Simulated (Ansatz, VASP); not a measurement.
# Two plane-wave programs on TaAs

File INCAR:

```
PREC = Accurate
ENCUT = 520
EDIFF = 1E-6
ISMEAR = 0
SIGMA = 0.1
LREAL = F
LASPH = T
NELM = 80
ALGO = Normal
ISIF = 2
LWAVE = F
LCHARG = F
LDIPOL = T
IDIPOL = 3
DIPOL = 0.5 0.5 0.500
GGA = PS
NBANDS = 42
```

KPOINTS

```
Automatic mesh
0
Gamma
  10 10 1
```

Contents of POSCAR:

```
TaAs
1.0
    3.4287004765      0.0000000000      0.0000000000
    0.0000000000      3.4287004765      0.0000000000
    0.0000000000      0.0000000000     24.6361302632
Ta As
4 4
Direct
    0.5000000000      0.5000000000      0.3044309281
    0.0000000000      0.5000000000      0.4219642450
    0.0000000000      0.0000000000      0.5394975619
    0.5000000000      0.0000000000      0.6570308789
    0.0000000000      0.0000000000      0.3429691211
    0.5000000000      0.0000000000      0.4605024381
    0.5000000000      0.5000000000      0.5780357550
    0.0000000000      0.5000000000      0.6955690719
```

Input for Ansatz:

```yaml
crystal:
  lattice:
    - [3.4287004765, 0.0, 0.0]
    - [0.0, 3.4287004765, 0.0]
    - [0.0, 0.0, 24.6361302632]
  atoms:
    - { symbol: Ta, position: [0.5, 0.5, 0.3044309281] }
    - { symbol: As, position: [0.0, 0.0, 0.3429691211] }
    - { symbol: Ta, position: [0.0, 0.5, 0.421964245] }
    - { symbol: As, position: [0.5, 0.0, 0.4605024381] }
    - { symbol: Ta, position: [0.0, 0.0, 0.5394975619] }
    - { symbol: As, position: [0.5, 0.5, 0.578035755] }
    - { symbol: Ta, position: [0.5, 0.0, 0.6570308789] }
    - { symbol: As, position: [0.0, 0.5, 0.6955690719] }
basis:
  ecutwfc: 420
kpoints:
  mp_grid: { grid: [10, 10, 1] }
hamiltonian:
  xc: pbesol
scf:
  occupations: { method: gaussian, width: 0.1 }
output:
  forces: true
  stress: true
  eigenvalues: true
efield:
  axis: 3
  dipole_correction: true
  ramp_width: 0.04
```

Alike in both runs: task single point; functional PBEsol; k mesh 10 × 10 × 1; occupations gaussian, width 0.1 eV; no spin polarisation.

|  | VASP | Ansatz |
| --- | --- | --- |
| version | VASP 6.6.1 | Ansatz 0.2.0 |
| potentials or method | VASP PAW PBE potentials, release 64 (Ta_pv, As), cutoff 520 eV | scalar-relativistic, plane waves, PAW |
| valence electrons in the cell | 64 | 112 |

```tsv
	VASP	Ansatz	Ansatz less VASP
gap on the k mesh at the Fermi level (eV)	none	none	-
rms of the force components (eV/Å)	0.279	0.281	+0.0019
```

VASP's potentials were made for PBE, not for PBEsol. A gap of «none» marks a metal or a gap that the smearing closes. The functional is the same, so the differences come from potentials, cutoffs and numerics. VASP's potentials hold 64 valence electrons a cell and Ansatz's 112, so a difference there can come from the potentials and not from the codes.

Spin-orbit coupling is off throughout.
